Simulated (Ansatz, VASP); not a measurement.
One calculation of MnHg3, two programs

```
Mn Hg
1.0
     4.52564    0.00000    0.00000
     0.00000    4.52564    0.00000
     0.00000    0.00000    4.52564
Mn Hg
1 3
Cartesian
  0.0000 0.0000 0.0000
  2.2628 0.0000 2.2628
  0.0000 2.2628 2.2628
  2.2628 2.2628 0.0000
```

Alike in both runs: task single point; functional PBE; k mesh 5 × 5 × 5; occupations gaussian, width 0.1 eV; collinear spin.

|  | VASP | Ansatz |
| --- | --- | --- |
| version | VASP 6.6.1 | Ansatz 0.2.0 |
| potentials or method | VASP PAW PBE potentials, release 64 (Mn_pv, Hg), cutoff 520 eV | plane waves, PAW |
| valence electrons in the cell | 49 | 75 |

Ansatz gave:

```
net moment per atom (μB)                                      : 1.07
size of the moment on the site where the two differ most (μB) : 4.33
```

Problem. What did VASP give for the same quantities?

Solution. net moment per atom (μB): 1.07; size of the moment on the site where the two differ most (μB): 4.15.

Site moments also hang on the region over which each program counts them. VASP's potentials hold 49 valence electrons a cell and Ansatz's 75, so a difference there can come from the potentials and not from the codes.

Neither program's run includes spin-orbit coupling.
